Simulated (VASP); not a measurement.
Si3N4:

```
CELL_PARAMETERS angstrom
7.63220 0.00000 0.00000
-3.81610 6.60968 0.00000
0.00000 0.00000 2.91910
ATOMIC_POSITIONS crystal
Si 0.17446 0.76836 0.25000
Si 0.40610 0.17446 0.75000
Si 0.23164 0.40610 0.25000
Si 0.82554 0.23164 0.75000
Si 0.59390 0.82554 0.25000
Si 0.76836 0.59390 0.75000
N 0.33333 0.66667 0.25000
N 0.66667 0.33333 0.75000
N 0.32989 0.03033 0.25000
N 0.29956 0.32989 0.75000
N 0.96967 0.29956 0.25000
N 0.67011 0.96967 0.75000
N 0.70044 0.67011 0.25000
N 0.03033 0.70044 0.75000
```

Base run:

| Item | Value |
| --- | --- |
| Program | VASP 6.6.1 |
| Functional | r2SCAN |
| Potentials or basis | VASP PAW PBE potentials, release 64 (Si, N) |
| Cutoff | 520 eV |
| k mesh | 4 × 4 × 9 |
| Occupations | fermi-dirac, width 0.02 eV |
| Spin | no spin polarisation |

Its results: band gap on the k mesh 4.95 eV (least direct gap 5.13 eV); pressure -3.3 GPa; largest force 0.050 eV/Å.

Question: The run is repeated on the same cell with these changes: functional from r2SCAN to PBE; further incar settings from ALGO = Normal; EDIFF = 1e-08; NBANDS = 45 to ALGO = Normal; EDIFF = 1e-07; NBANDS = 45. What comes out?

Answer: Band gap on the k mesh 4.29 eV (least direct gap 4.47 eV); pressure 2.3 GPa; largest force 0.012 eV/Å.

Caveats: an odd mesh through Γ misses points on the zone boundary, where band edges can lie; the cell stands under tension (at least some runs); the PAW data sets were made with another functional, which shifts forces and pressure a little (at least some runs).
